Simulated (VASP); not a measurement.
# HfB (Fm-3m) in VASP: notebook

The runs below take HfB through relaxation of cell and atoms, single point, with r2SCAN, revPBE+D3(BJ), PBE-based screened hybrid with 25 % exact exchange.

Everything below comes from runs of VASP 6.6.1. Logs are shortened: lines on timing, memory, paths and dates and some standing lists are left out, and cuts for length are marked.

### Step 1. The cell of the first run

The structure is cubic, space group Fm-3m (No. 225). Conventional cell: a = 4.620 Å, b = 4.620 Å, c = 4.620 Å, α = 90.00°, β = 90.00°, γ = 90.00°. Within 3.1 Å of Hf (site symmetry m-3m) lie 6 B at 2.31 Å. B (site symmetry m-3m) has 6 Hf at 2.31 Å within 3.1 Å.

### Step 2. Relaxation of cell and atoms, r2SCAN, target pressure 20 GPa, at which the enthalpy is minimised

POSCAR

```
HfB
1.0
    0.0000000000      2.3100000000      2.3100000000
    2.3100000000      0.0000000000      2.3100000000
    2.3100000000      2.3100000000      0.0000000000
Hf B
1 1
Direct
    0.5000000000      0.5000000000      0.5000000000
    0.0000000000      0.0000000000      0.0000000000
```

INCAR.step1

```
PREC = Accurate
ENCUT = 600
ISMEAR = -1
SIGMA = 0.05
LREAL = False
LASPH = True
NELM = 100
GGA = PE
ALGO = Normal
EDIFF = 1E-4
LWAVE = True
LCHARG = False
```

INCAR.step2

```
PREC = Accurate
ENCUT = 600
EDIFF = 1E-6
ISMEAR = -1
SIGMA = 0.05
LREAL = False
LASPH = True
NELM = 100
ALGO = Normal
ISIF = 3
LWAVE = False
LCHARG = False
METAGGA = R2SCAN
LMIXTAU = True
IBRION = 2
NSW = 60
EDIFFG = -0.01
PSTRESS = 200.0
ISTART = 1
```

KPOINTS

```
Automatic mesh
0
Gamma
  10 10 10
```

Potentials or basis: VASP PAW PBE potentials, release 64 (Hf_pv, B).

The run is started by

```bash
$ cat potpaw_PBE.64/Hf_pv/POTCAR potpaw_PBE.64/B/POTCAR > POTCAR
$ cp INCAR.step1 INCAR
$ mpirun -np 1 vasp_std > vasp.out
$ cp INCAR.step2 INCAR
$ mpirun -np 1 vasp_std > vasp.out
```

OUTCAR:

```text
PREC = Accurate
   ENCUT = 600
   EDIFF = 1E-6
   ISMEAR = -1
   LREAL = False
   LASPH = True
   NELM = 100
   ISIF = 3
   METAGGA = R2SCAN
   IBRION = 2
   NSW = 60
   EDIFFG = -0.01
   PSTRESS = 200.0
   ISTART = 1

 ion  position               nearest neighbor table
   1  0.500  0.500  0.500-   2 2.31   2 2.31   2 2.31   2 2.31   2 2.31   2 2.31
   2  0.000  0.000  0.000-   1 2.31   1 2.31   1 2.31   1 2.31   1 2.31   1 2.31

  LATTYP: Found a face centered cubic cell.
 ALAT       =     4.6200000000

  Lattice vectors:

 A1 = (   0.0000000000,   2.3100000000,   2.3100000000)
 A2 = (   2.3100000000,   0.0000000000,   2.3100000000)
 A3 = (   2.3100000000,   2.3100000000,   0.0000000000)

Analysis of symmetry for initial positions (statically):
=====================================================================
 Subroutine PRICEL returns:
 Original cell was already a primitive cell.

 Routine SETGRP: Setting up the symmetry group for a
 face centered cubic supercell.

 Subroutine GETGRP returns: Found 48 space group operations
 (whereof 48 operations were pure point group operations)
 out of a pool of 48 trial point group operations.

The static configuration has the point symmetry O_h .

Analysis of symmetry for dynamics (positions and initial velocities):
=====================================================================
 Subroutine PRICEL returns:
 Original cell was already a primitive cell.

 Routine SETGRP: Setting up the symmetry group for a
 face centered cubic supercell.

 Subroutine GETGRP returns: Found 48 space group operations
 (whereof 48 operations were pure point group operations)
 out of a pool of 48 trial point group operations.

The dynamic configuration has the point symmetry O_h .

 Subroutine INISYM returns: Found 48 space group operations
 (whereof 48 operations are pure point group operations),
 and found     1 'primitive' translations

----------------------------------------------------------------------------------------

                                     Primitive cell

  volume of cell :      24.6528

  direct lattice vectors                    reciprocal lattice vectors
     0.000000000  2.310000000  2.310000000    -0.216450216  0.216450216  0.216450216
     2.310000000  0.000000000  2.310000000     0.216450216 -0.216450216  0.216450216
     2.310000000  2.310000000  0.000000000     0.216450216  0.216450216 -0.216450216

  length of vectors
     3.266833329  3.266833329  3.266833329     0.374902772  0.374902772  0.374902772

  position of ions in fractional coordinates (direct lattice)
     0.500000000  0.500000000  0.500000000
     0.000000000  0.000000000  0.000000000

  ion indices of the primitive-cell ions
   primitive index   ion index
                 1           1
                 2           2

----------------------------------------------------------------------------------------

 KPOINTS: Automatic mesh

Automatic generation of k-mesh.
 Grid dimensions read from file:
 generate k-points for:   10   10   10

 Generating k-lattice:

  Cartesian coordinates                     Fractional coordinates (reciprocal lattice)
    -0.021645022  0.021645022  0.021645022     0.100000000  0.000000000  0.000000000
     0.021645022 -0.021645022  0.021645022     0.000000000  0.100000000  0.000000000
     0.021645022  0.021645022 -0.021645022     0.000000000  0.000000000  0.100000000

  Length of vectors
     0.037490277  0.037490277  0.037490277

  Shift w.r.t. Gamma in fractional coordinates (k-lattice)
     0.000000000  0.000000000  0.000000000

 Subroutine IBZKPT returns following result:
 ===========================================

 Found     47 irreducible k-points:

 Following reciprocal coordinates:
            Coordinates               Weight
  0.000000  0.000000  0.000000      1.000000
  0.100000  0.000000  0.000000      8.000000
  0.200000  0.000000  0.000000      8.000000
  0.300000  0.000000  0.000000      8.000000
  0.400000  0.000000  0.000000      8.000000
  0.500000  0.000000  0.000000      4.000000
[... 16 lines left out ...]
  0.300000  0.300000  0.000000      6.000000
  0.400000  0.300000  0.000000     24.000000
 [... further k-points ...]
   k-points           NKPTS =     47   k-points in BZ     NKDIM =     47   number of bands    NBANDS=     10
   number of dos      NEDOS =    301   number of ions     NIONS =      2
   total plane-waves  NPLWV =  21952
   dimension x,y,z NGX =    28 NGY =   28 NGZ =   28
   dimension x,y,z NGXF=    56 NGYF=   56 NGZF=   56
   ions per type =               1   1
   NGX,Y,Z   is equivalent  to a cutoff of  14.25, 14.25, 14.25 a.u.
   NGXF,Y,Z  is equivalent  to a cutoff of  28.50, 28.50, 28.50 a.u.
 SYSTEM =  unknown system
   PREC   = accura    normal or accurate (medium, high low for compatibility)
   ISTART =      1    job   : 0-new  1-cont  2-samecut
   ICHARG =      0    charge: 1-file 2-atom 10-const
   ISPIN  =      1    spin polarized calculation?
   LNONCOLLINEAR =      F non collinear calculations
   LSORBIT =      F    spin-orbit coupling
   LASPH  =      T    aspherical Exc in radial PAW
   ENCUT  =  600.0 eV  44.10 Ry    6.64 a.u.   6.52  6.52  6.52*2*pi/ulx,y,z
   NELM   =    100;   NELMIN=  2; NELMDL=  0     # of ELM steps
   EDIFF  = 0.1E-05   stopping-criterion for ELM
   LREAL  =      F    real-space projection
   EDIFFG = -.1E-01   stopping-criterion for IOM
   NSW    =     60    number of steps for IOM
   IBRION =      2    ionic relax: 0-MD 1-quasi-New 2-CG
   NFREE  =      1    steps in history (QN), initial steepest desc. (CG)
   ISIF   =      3    stress and relaxation
   ISYM   =      2    0-nonsym 1-usesym 2-fastsym
   POTIM  = 0.5000    time-step for ionic-motion
   TEBEG  =    0.0;   TEEND  =   0.0 temperature during run
   PSTRESS=  200.0 pullay stress
   NELECT =      13.0000    total number of electrons
   NUPDOWN=      -1.0000    fix difference up-down
   EMIN   =  10.00;   EMAX   =-10.00  energy-range for DOS
   EFERMI =   0.00;   METHOD = LEGACY
   ISMEAR =    -1;   SIGMA  =   0.05  broadening in eV -4-tet -1-fermi 0-gaus
   EFERMI_NEDOS =   21; number of points for ismear=-14 and -15
   IALGO  =     38    algorithm
   IMIX   =      4    mixing-type and parameters
     AMIX     =   0.40;   BMIX     =  1.00
     AMIX_MAG =   1.60;   BMIX_MAG =  1.00
  volume/ion in A,a.u.               =      12.33        83.18
  Fermi-wavevector in a.u.,A,eV,Ry     =   1.322617  2.499383 23.800871  1.749315
  Thomas-Fermi vector in A             =   2.452285
   LORBIT       =      0    0 simple, 1 ext, 2 COOP (PROOUT), +10 PAW based schemes
   METAGGA = R2SCAN    functional components
   LHFCALC =     F    Hartree Fock is set to
   AEXX    =    0.0000 exact exchange contribution
   IVDW    =     0    specifies the selected vdW correction
   LEPSILON=     F    determine dielectric tensor
   LRPA    =     F    only Hartree local field effects (RPA)
 conjugate gradient relaxation of ions
 non-spin polarized calculation
  energy-cutoff  :      600.00
  volume of cell :       24.65
 maximum number of plane-waves:       869
 NGX is ok and might be reduce to    28
   NGX = 13   NGY = 13   NGZ = 13

--------------------------------------- Ionic step        1  -------------------------------------------

 number of electron      13.0000000 magnetization

 Free energy of the ion-electron system (eV)
  ---------------------------------------------------
  ext. energy  EPLUGINS =         0.00000000
  ---------------------------------------------------
  free energy    TOTEN  =       -53.15472185 eV

  energy without entropy =      -53.14279762  energy(sigma->0) =      -53.14875974

------------------------ aborting loop because EDIFF is reached ----------------------------------------

  FORCE on cell =-STRESS in cart. coord.  units (eV):
  Direction    XX          YY          ZZ          XY          YZ          ZX
  --------------------------------------------------------------------------------------
  -------------------------------------------------------------------------------------
  Total        4.5497881      4.5497881      4.5497881      0.0000000     -0.0000000     -0.0000000
  in kB      295.6894394    295.6894394    295.6894394      0.0000000     -0.0000000     -0.0000000
  external PRESSURE =      95.6894394 kB  Pullay stress =     200.0000000 kB
[... 99 lines left out ...]
  enthalpy is  TOTEN    =       -50.1035304511 eV   P V=        3.1930618978

--------------------------------------- Ionic step        4  -------------------------------------------

 number of electron      13.0000001 magnetization

 Free energy of the ion-electron system (eV)
  ---------------------------------------------------
  ext. energy  EPLUGINS =         0.00000000
  ---------------------------------------------------
  free energy    TOTEN  =       -53.29354495 eV

  energy without entropy =      -53.28073016  energy(sigma->0) =      -53.28713756

 E-fermi :   4.7845     XC(G=0): -13.0342

 val. band max:        4.7500111411   @ k =   0.5000   0.3000   0.1000
 cond. band min:       4.8053342141   @ k =  -0.4000   0.4000   0.1000
 fundamental gap:      0.0553230729
 Fermi energy:         4.7844593719

 k-point     1 :       0.0000    0.0000    0.0000
  band No.  band energies     occupation
      1     -24.7826      2.00000
      2     -24.7826      2.00000
      3     -24.7826      2.00000
      4      -5.2575      2.00000
      5       7.2360      0.00000
      6       7.2360      0.00000
      7       7.2360      0.00000
      8       8.8655      0.00000
      9       8.8655      0.00000
     10       8.8655      0.00000
[... 287 lines left out ...]
 k-point    24 :       0.4000    0.3000    0.0000
  band No.  band energies     occupation
      1     -25.2745      2.00000
      2     -24.9815      2.00000
      3     -24.9609      2.00000
      4      -2.2890      2.00000
      5       2.4764      2.00000
      6       4.1201      2.00000
      7       6.1411      0.00000
      8       7.0069      0.00000
      9      11.1645      0.00000
     10      12.9496      0.00000

 [... further k-points ...]

------------------------ aborting loop because EDIFF is reached ----------------------------------------

  FORCE on cell =-STRESS in cart. coord.  units (eV):
  Direction    XX          YY          ZZ          XY          YZ          ZX
  --------------------------------------------------------------------------------------
  -------------------------------------------------------------------------------------
  Total        3.1957853      3.1957853      3.1957853     -0.0000000      0.0000000     -0.0000000
  in kB      200.3626949    200.3626949    200.3626949     -0.0000000      0.0000000     -0.0000000
  external PRESSURE =       0.3626949 kB  Pullay stress =     200.0000000 kB
[... 17 lines left out ...]
  FREE ENERGIE OF THE ION-ELECTRON SYSTEM (eV)
  ---------------------------------------------------
  free  energy   TOTEN  =       -53.2935449529 eV

  energy  without entropy=      -53.2807301593  energy(sigma->0) =      -53.28713756

  enthalpy is  TOTEN    =       -50.1035446530 eV   P V=        3.1900002999

 reached required accuracy - stopping structural energy minimisation
```

It took 5.2 min on 1 thread of AMD EPYC 7R43 (Zen 3), shared host; peak memory 0.15 GiB.

What came out:

```yaml
Free_energy: -53.2935 eV
Relaxed_volume: 12.78 Å³/atom
Relaxed_cell: a = 3.306 Å, b = 3.306 Å, c = 3.306 Å, α = 60.00°, β = 60.00°, γ = 60.00°
Space_group_after_relaxing_to_0.1_Å: Fm-3m (No. 225)
Energy_change_on_relaxing_the_run_minimises_the_enthalpy: -69.4 meV/atom
Ionic_steps: 4
Pressure_after_relaxing: 20.0 GPa
Band_gap_on_the_k_mesh: zero (an odd number of electrons rules out a gap without spin polarisation)
```

The path:
```csv
step,energy change (eV),largest force (eV/Å),pressure (GPa),volume (Å³)
1,0.0000,0.0000,29.57,24.65
2,-0.2755,0.0000,4.81,27.37
3,-0.1419,0.0000,19.75,25.58
4,-0.1388,0.0000,20.04,25.55
```

Final structure:
```
CELL_PARAMETERS angstrom
0.00000 2.33783 2.33783
2.33783 0.00000 2.33783
2.33783 2.33783 0.00000
ATOMIC_POSITIONS crystal
Hf 0.50000 0.50000 0.50000
B 0.00000 0.00000 0.00000
```

Levels at points of the mesh, in eV from the Fermi level:
| k point | band 3 | band 4 | band 5 | band 6 | band 7 | band 8 | band 9 | band 10 |
| --- | --- | --- | --- | --- | --- | --- | --- | --- |
| (0.00, 0.00, 0.00) | -29.57 | -10.04 | 2.45 | 2.45 | 2.45 | 4.08 | 4.08 | 4.08 |
| (0.50, 0.00, 0.00) | -29.64 | -5.09 | -4.68 | -1.36 | -1.36 | 6.73 | 6.73 | 7.82 |
| (0.50, 0.50, 0.00) | -29.80 | -7.13 | -1.22 | -0.93 | 2.33 | 2.33 | 6.23 | 8.07 |

Caveat: the cell is relaxed towards a set pressure, so the run minimises the enthalpy, not the energy; the PAW data sets were made with another functional, which shifts forces and pressure a little; spin-orbit coupling is left out, which moves the levels of the heavy elements.

(Continued in part 2 of 3.)
